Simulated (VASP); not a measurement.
# Sr3Ta2O (P6/mmm) in VASP: single point with PBE

Aim: the single point of Sr3Ta2O with PBE.

All numbers are computed with VASP 6.6.1; they aren't measurements. Logs are shortened: lines on timing, memory, paths and dates and some standing lists are left out, and cuts for length are marked.

## 1. The cell of the first run

It takes space group P6/mmm (No. 191, hexagonal). The conventional cell has a = 5.823 Å, b = 5.823 Å, c = 5.526 Å, α = 90.00°, β = 90.00°, γ = 120.00°. Within 3.8 Å of Sr (site symmetry mmm) lie 4 Sr at 2.91 Å and 4 Ta at 3.13 Å. Ta (site symmetry 6mm) has 1 O at 1.61 Å within 2.1 Å. O (site symmetry 6/mmm) has 2 Ta at 1.61 Å within 2.1 Å.

The cell was generated, and may not be a known phase.

## 2. Single point, PBE

Contents of INCAR:

```
PREC     = Accurate       # precision mode
ENCUT    = 700            # plane-wave cutoff, eV
EDIFF    = 1E-6           # SCF threshold, eV
ISMEAR   = 0              # smearing method
SIGMA    = 0.1            # smearing width, eV
LREAL    = False          # projectors in reciprocal space
LASPH    = True           # aspherical terms in the spheres
NELM     = 120            # most SCF steps
ALGO     = Normal         # electronic algorithm
ISIF     = 2              # what is computed and relaxed
LWAVE    = False          # write WAVECAR
LCHARG   = False          # write CHGCAR
GGA      = PE             # functional
NBANDS   = 40             # bands
GGA_COMPAT= False
```

Contents of KPOINTS:

```
regular mesh
0
Gamma
  3 3 4
```

Contents of POSCAR:

```
Sr3Ta2O
1.0
    5.8230094900      0.0000000000      0.0000000000
   -2.9115047400      5.0428741400      0.0000000000
    0.0000000000      0.0000000000      5.5259330500
Sr Ta O
3 2 1
Direct
    0.5000000000      0.0000000000      0.0000000000
    0.0000000000      0.5000000000      0.0000000000
    0.5000000000      0.5000000000      0.0000000000
    0.0000000000      0.0000000000      0.7915370300
    0.0000000000      0.0000000000      0.2084629700
    0.0000000000      0.0000000000      0.5000000000
```

Potentials or basis: VASP PAW PBE potentials, release 64 (Sr_sv, Ta_sv_GW, O).

Command:

```
$ cat potpaw_PBE.64/Sr_sv/POTCAR potpaw_PBE.64/Ta_sv_GW/POTCAR potpaw_PBE.64/O/POTCAR > POTCAR
$ mpirun -np 1 vasp_std > vasp.out
```

OUTCAR:

```text
PREC = Accurate
   ENCUT = 700
   EDIFF = 1E-6
   ISMEAR = 0
   LREAL = False
   LASPH = True
   NELM = 120
   ISIF = 2
   GGA = PE

 ion  position               nearest neighbor table
   1  0.500  0.000  0.000-   3 2.91   3 2.91   2 2.91   2 2.91   4 3.13   4 3.13   5 3.13   5 3.13
                             2 5.04   2 5.04   3 5.04   3 5.04
   2  0.000  0.500  0.000-   1 2.91   1 2.91   3 2.91   3 2.91   4 3.13   5 3.13   4 3.13   5 3.13
                             3 5.04   3 5.04   1 5.04   1 5.04
   3  0.500  0.500  0.000-   1 2.91   1 2.91   2 2.91   2 2.91   4 3.13   5 3.13   4 3.13   5 3.13
                             2 5.04   2 5.04   1 5.04   1 5.04
   4  0.000  0.000  0.792-   6 1.61   5 2.30   2 3.13   2 3.13   3 3.13   3 3.13   1 3.13   1 3.13
                             5 3.22
   5  0.000  0.000  0.208-   6 1.61   4 2.30   2 3.13   2 3.13   3 3.13   3 3.13   1 3.13   1 3.13
                             4 3.22
   6  0.000  0.000  0.500-   4 1.61   5 1.61

  LATTYP: Found a hexagonal cell.
 ALAT       =     5.8230094900
 C/A-ratio  =     0.9489823191

  Lattice vectors:

 A1 = (   5.8230094900,   0.0000000000,   0.0000000000)
 A2 = (  -2.9115047400,   5.0428741400,   0.0000000000)
 A3 = (   0.0000000000,   0.0000000000,   5.5259330500)

Analysis of symmetry for initial positions (statically):
=====================================================================
 Subroutine PRICEL returns:
 Original cell was already a primitive cell.

 Routine SETGRP: Setting up the symmetry group for a
 hexagonal supercell.

 Subroutine GETGRP returns: Found 24 space group operations
 (whereof 24 operations were pure point group operations)
 out of a pool of 24 trial point group operations.

The static configuration has the point symmetry D_6h.

Analysis of symmetry for dynamics (positions and initial velocities):
=====================================================================
 Subroutine PRICEL returns:
 Original cell was already a primitive cell.

 Routine SETGRP: Setting up the symmetry group for a
 hexagonal supercell.

 Subroutine GETGRP returns: Found 24 space group operations
 (whereof 24 operations were pure point group operations)
 out of a pool of 24 trial point group operations.

The dynamic configuration has the point symmetry D_6h.

 Subroutine INISYM returns: Found 24 space group operations
 (whereof 24 operations are pure point group operations),
 and found     1 'primitive' translations

----------------------------------------------------------------------------------------

[... 89 lines left out ...]
   NFREE  =      0    steps in history (QN), initial steepest desc. (CG)
   ISIF   =      2    stress and relaxation
   ISYM   =      2    0-nonsym 1-usesym 2-fastsym
   POTIM  = 0.5000    time-step for ionic-motion
   TEBEG  =    0.0;   TEEND  =   0.0 temperature during run
   PSTRESS=    0.0 pullay stress
   NELECT =      62.0000    total number of electrons
   NUPDOWN=      -1.0000    fix difference up-down
   EMIN   =  10.00;   EMAX   =-10.00  energy-range for DOS
   EFERMI =   0.00;   METHOD = LEGACY
   ISMEAR =     0;   SIGMA  =   0.10  broadening in eV -4-tet -1-fermi 0-gaus
   EFERMI_NEDOS =   21; number of points for ismear=-14 and -15
   IALGO  =     38    algorithm
   IMIX   =      4    mixing-type and parameters
     AMIX     =   0.40;   BMIX     =  1.00
     AMIX_MAG =   1.60;   BMIX_MAG =  1.00
  volume/ion in A,a.u.               =      27.04       182.51
  Fermi-wavevector in a.u.,A,eV,Ry     =   1.187941  2.244884 19.200603  1.411205
  Thomas-Fermi vector in A             =   2.324082
   LORBIT       =      0    0 simple, 1 ext, 2 COOP (PROOUT), +10 PAW based schemes
   GGA     = PE    functional components
   LHFCALC =     F    Hartree Fock is set to
   AEXX    =    0.0000 exact exchange contribution
   IVDW    =     0    specifies the selected vdW correction
   LEPSILON=     F    determine dielectric tensor
   LRPA    =     F    only Hartree local field effects (RPA)
 non-spin polarized calculation
 Gauss-broadening in eV      SIGMA  =   0.10
  energy-cutoff  :      700.00
  volume of cell :      162.27
 maximum number of plane-waves:      6852
 NGX is ok and might be reduce to    50
   NGX = 25   NGY = 25   NGZ = 23

 number of electron      62.0000001 magnetization

 Free energy of the ion-electron system (eV)
  ---------------------------------------------------
  ext. energy  EPLUGINS =         0.00000000
  ---------------------------------------------------
  free energy    TOTEN  =       -26.62408539 eV

  energy without entropy =      -26.58062870  energy(sigma->0) =      -26.60235704

 E-fermi :   4.2087     XC(G=0):  -9.2019

 val. band max:        4.1971492400   @ k =   0.3333  -0.0000   0.2500
 cond. band min:       4.2727050387   @ k =   0.3333   0.3333   0.2500
 fundamental gap:      0.0755557987
 Fermi energy:         4.2087116845

 k-point     1 :       0.0000    0.0000    0.0000
  band No.  band energies     occupation
      1     -63.5389      2.00000
      2     -63.2488      2.00000
      3     -32.7548      2.00000
      4     -31.5836      2.00000
      5     -30.9992      2.00000
      6     -30.9992      2.00000
[... 376 lines left out ...]
     39       6.8335      0.00000
     40       7.8264      0.00000

------------------------ aborting loop because EDIFF is reached ----------------------------------------

  FORCE on cell =-STRESS in cart. coord.  units (eV):
  Direction    XX          YY          ZZ          XY          YZ          ZX
  --------------------------------------------------------------------------------------
  -------------------------------------------------------------------------------------
  Total       24.9778634     24.9778633     59.5171437      0.0000000     -0.0000000      0.0000000
  in kB      246.6235939    246.6235934    587.6536222      0.0000002     -0.0000000      0.0000000
  external PRESSURE =     360.3002698 kB  Pullay stress =       0.0000000 kB

 VOLUME and BASIS-vectors are now :
 -----------------------------------------------------------------------------
  energy-cutoff  :      700.00
  volume of cell :      162.27
      direct lattice vectors                 reciprocal lattice vectors
     5.823009490  0.000000000  0.000000000     0.171732504  0.099149807  0.000000000
    -2.911504740  5.042874140  0.000000000     0.000000000  0.198299615  0.000000000
     0.000000000  0.000000000  5.525933050     0.000000000  0.000000000  0.180964914

 POSITION                                       TOTAL-FORCE (eV/Angst)
 -----------------------------------------------------------------------------------
      2.91150      0.00000      0.00000         0.000000      0.000000      0.000000
     -1.45575      2.52144      0.00000         0.000000      0.000000      0.000000
      1.45575      2.52144      0.00000         0.000000      0.000000      0.000000
      0.00000      0.00000      4.37398        -0.000000      0.000000     12.957511
      0.00000      0.00000      1.15195        -0.000000     -0.000000    -12.957511
      0.00000      0.00000      2.76297         0.000000      0.000000      0.000000
 -----------------------------------------------------------------------------------
    total drift:                               -0.000000      0.000000     -0.000000

  FREE ENERGIE OF THE ION-ELECTRON SYSTEM (eV)
  ---------------------------------------------------
  free  energy   TOTEN  =       -26.6240853866 eV

  energy  without entropy=      -26.5806286999  energy(sigma->0) =      -26.60235704
```

It took 2.1 min on 1 thread of Intel Xeon Platinum 8375C at 2.90GHz (Ice Lake), shared host; peak memory 0.39 GiB.

Results:

* Free energy: -26.6241 eV
* Pressure: 36.0 GPa
* Largest force: 12.958 eV/Å
* Band gap on the k mesh: zero (bands 31 and 32 overlap by 0.71 eV)

Forces in eV/Å, atoms in the order of the input:
```
Sr    0.000   0.000   0.000
Sr    0.000   0.000   0.000
Sr    0.000   0.000   0.000
Ta    0.000   0.000  12.958
Ta    0.000   0.000 -12.958
O     0.000   0.000   0.000
```

Levels at points of the mesh, in eV from the Fermi level:
```
           k point  band 29  band 30  band 31  band 32  band 33  band 34
(0.00, 0.00, 0.00)    -0.30    -0.14     0.20     0.71     0.71     1.22
(0.00, 0.00, 0.50)    -1.32    -1.32    -1.26    -0.51     0.84     0.84
```

Caveat: the k points lie up to 0.42 Å⁻¹ apart, too coarse for converged energies and pressures of a metal; spin-orbit coupling is left out, which moves the levels of the heavy elements; forces of over 1 eV/Å act on the atoms, so gaps and moduli don't describe the material at rest.

The gap in the log of VASP goes by the Fermi energy; the results here count the filled bands.